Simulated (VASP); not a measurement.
Runs of VASP 6.6.1 on Co. The structure is that of space group P6_3/mmc (No. 194), or close to it. The cells are those of the table. 

```tsv
task	cell	gap on the mesh (eV)	pressure (GPa)	moment (μB)
single point	a = 2.492, b = 2.492, c = 4.054 Å, angles 90.0, 90.0, 120.0°, 2 atoms	none	-19.6	3.13
single point	a = 2.513, b = 2.513, c = 4.087 Å, angles 90.0, 90.0, 120.0°, 2 atoms	none	-23.5	3.17
single point	a = 2.430, b = 2.430, c = 3.953 Å, angles 90.0, 90.0, 120.0°, 2 atoms	none	-3.9	2.98
electric field gradients	a = 2.430, b = 2.430, c = 3.953 Å, angles 90.0, 90.0, 120.0°, 2 atoms	none	-3.9	2.98
single point	a = 2.451, b = 2.451, c = 3.987 Å, angles 90.0, 90.0, 120.0°, 2 atoms	none	(b)	(a)
```

Alike in all rows: level LDA; potentials or basis VASP PAW LDA potentials, release 64 (Co); spin collinear, ferromagnetic start; k mesh 17 × 17 × 9; cutoff (eV) 520; smearing fermi-dirac 0.03 eV.

Q: Estimate the missing entries.

A: (a) 3.03; (b) -10.0.

Caveats: the cell stands under tension.

A gap of «none» marks levels without a gap at the run's occupations.
